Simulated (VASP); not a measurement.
**SiGe: single point with PBEsol**

Crystal: SiGe.

```
Si Ge
1.0
     3.57027    0.00000    0.00000
    -1.78514    3.09195    0.00000
     0.00000    0.00000    7.07485
Si Ge
2 2
Direct
  0.66667 0.33333 0.87455
  0.33333 0.66667 0.37455
  0.66667 0.33333 0.50045
  0.33333 0.66667 0.00045
```

```
Program             : VASP 6.6.1
Task                : single point
Functional          : PBEsol
Potentials or basis : VASP PAW PBE potentials, release 64 (Si, Ge_d)
Cutoff              : 520 eV
k mesh              : 12 × 12 × 6
Occupations         : gaussian, width 0.03 eV
Spin                : no spin polarisation
```

The pressure is 12.5 GPa. The largest force is 1.633 eV/Å. The band gap on the k mesh is zero (bands 18 and 19 overlap by 0.75 eV).

Forces in eV/Å, atoms in the order of the input:
```
Si   0.000  0.000 -1.633
Si   0.000  0.000 -1.633
Ge   0.000  0.000  1.633
Ge   0.000  0.000  1.633
```

Stress tensor (GPa, compression positive):
```
23.69  0.00  0.00
 0.00 23.69  0.00
 0.00  0.00 -9.99
```

Levels at points of the mesh, in eV from the Fermi level:
| k point | band 15 | band 16 | band 17 | band 18 | band 19 | band 20 | band 21 | band 22 |
| --- | --- | --- | --- | --- | --- | --- | --- | --- |
| (0.00, 0.00, 0.00) | -0.70 | -0.41 | -0.41 | 0.48 | 0.48 | 3.00 | 3.36 | 3.36 |
| (0.50, 0.00, 0.00) | -4.60 | -2.85 | -2.54 | -1.59 | 1.27 | 1.68 | 2.61 | 2.99 |
| (0.00, 0.00, 0.50) | -0.03 | -0.03 | -0.03 | -0.03 | 3.32 | 3.32 | 4.01 | 4.01 |
| (0.50, 0.00, 0.50) | -2.98 | -2.98 | -2.12 | -2.12 | 0.30 | 0.30 | 1.94 | 1.94 |

It took 3.3 min on 1 thread of Intel(R) Xeon(R) Platinum 8259CL CPU @ 2.50GHz (Skylake/Cascade Lake), with other jobs on the host, peak memory 0.27 GiB.

Caveat: the stress differs along the axes, from -10 to 24 GPa; semilocal functionals underestimate gaps, and a narrow one can read as zero; the PAW data sets were made with another functional, which shifts forces and pressure a little.
